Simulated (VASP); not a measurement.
# BN: single point with LDA

The system is BN.

```
B N
1.0
     2.52330    0.00000    0.00000
    -1.26165    2.18524    0.00000
     0.00000    0.00000    4.17643
B N
2 2
Cartesian
  1.2616 0.7284 4.1751
  0.0000 1.4568 2.0869
  1.2616 0.7284 2.6115
  0.0000 1.4568 0.5233
```

```
Program             : VASP 6.6.1
Task                : single point
Functional          : LDA
Potentials or basis : VASP PAW LDA potentials, release 64 (B, N)
Cutoff              : 600 eV
k mesh              : 9 × 9 × 6
Occupations         : gaussian, width 0.1 eV
Spin                : no spin polarisation
```

- Pressure: 0.6 GPa
- Band gap on the k mesh: 4.90 eV (least direct gap 8.28 eV)

Stress tensor (GPa, compression positive):
```
0.66 0.00 0.00
0.00 0.66 0.00
0.00 0.00 0.36
```

Levels at points of the mesh, in eV from the valence-band top:
| k point | band 5 | band 6 | band 7 | band 8 | band 9 | band 10 | band 11 | band 12 |
| --- | --- | --- | --- | --- | --- | --- | --- | --- |
| (0.00, 0.00, 0.00) | -2.19 | -0.30 | 0.00 | 0.00 | 8.34 | 8.34 | 8.61 | 9.93 |
| (0.00, 0.00, 0.50) | -1.21 | -1.21 | -1.21 | -1.21 | 9.70 | 9.70 | 9.93 | 9.93 |

Wall time 24 s on 1 thread of Intel Xeon 8259CL (shared host), peak memory 0.13 GiB.

Caveat: an odd mesh through Γ misses points on the zone boundary, where band edges can lie.
